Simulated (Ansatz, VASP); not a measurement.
**Two plane-wave programs on Ta**

File INCAR:

```
ALGO = Normal ; EDIFF = 1E-7
ENCUT = 520 ; GGA = PE
GGA_COMPAT = F ; ISIF = 2
ISMEAR = 0 ; LASPH = T
LCHARG = F ; LMAXMIX = 4
LNONCOLLINEAR = T ; LORBIT = 11
LORBMOM = T ; LREAL = F
LSORBIT = T ; LWAVE = F
MAGMOM = 0 0 0 ; NBANDS = 22
NELM = 150 ; PREC = Accurate
SIGMA = 0.05
```

File KPOINTS:

```
k-points
0
Gamma
  18 18 18
```

POSCAR

```
Ta
1.0
   -1.6593189893      1.6593189893      1.6593189893
    1.6593189893     -1.6593189893      1.6593189893
    1.6593189893      1.6593189893     -1.6593189893
Ta
1
Direct
    0.0000000000      0.0000000000      0.0000000000
```

Input for Ansatz:

```yaml
crystal:
  lattice:
    - [-1.6593189893, 1.6593189893, 1.6593189893]
    - [1.6593189893, -1.6593189893, 1.6593189893]
    - [1.6593189893, 1.6593189893, -1.6593189893]
  atoms:
    - { symbol: Ta, position: [0.0, 0.0, 0.0] }
basis:
  ecutwfc: 600
  ecutrho_ratio: 5
kpoints:
  mp_grid: { grid: [18, 18, 18] }
  band_path:
    path:
      - [[0.0, 0.0, 0.0], [0.5, -0.5, 0.5], [0.0, 0.0, 0.5], [0.0, 0.0, 0.0], [0.25, 0.25, 0.25], [0.5, -0.5, 0.5]]
      - [[0.25, 0.25, 0.25], [0.0, 0.0, 0.5]]
    npoints: 10
hamiltonian:
  xc: pbe
scf:
  occupations: { method: gaussian, width: 0.05 }
  n_extra_bands: 21
output:
  forces: true
  stress: true
  eigenvalues: true
  populations: true
  dos: { projected: true, de: 0.02, nscf_kmesh: { grid: [27, 27, 27] } }
  bader: true
magnetization:
  noncollinear: true
  spin_orbit: true
checkpoint:
  read: start.run
  write: ck
  compress: false
  write_wavefunctions: false
  write_every: 100000
```

Alike in both runs: task single point; functional PBE; k mesh 18 × 18 × 18; occupations gaussian, width 0.05 eV; non-collinear spin, spin-orbit coupling.

|  | VASP | Ansatz |
| --- | --- | --- |
| version | VASP 6.6.1 | Ansatz 0.2.0 |
| potentials or method | VASP PAW PBE potentials, release 64 (Ta_pv), cutoff 520 eV | plane waves, PAW |
| valence electrons in the cell | 11 | 13 |

|  | VASP | Ansatz | Ansatz less VASP |
| --- | --- | --- | --- |
| pressure (GPa) | -0.1 | 0.0 | +0.12 |

VASP's potentials hold 11 valence electrons a cell and Ansatz's 13, so a difference there can come from the potentials and not from the codes.
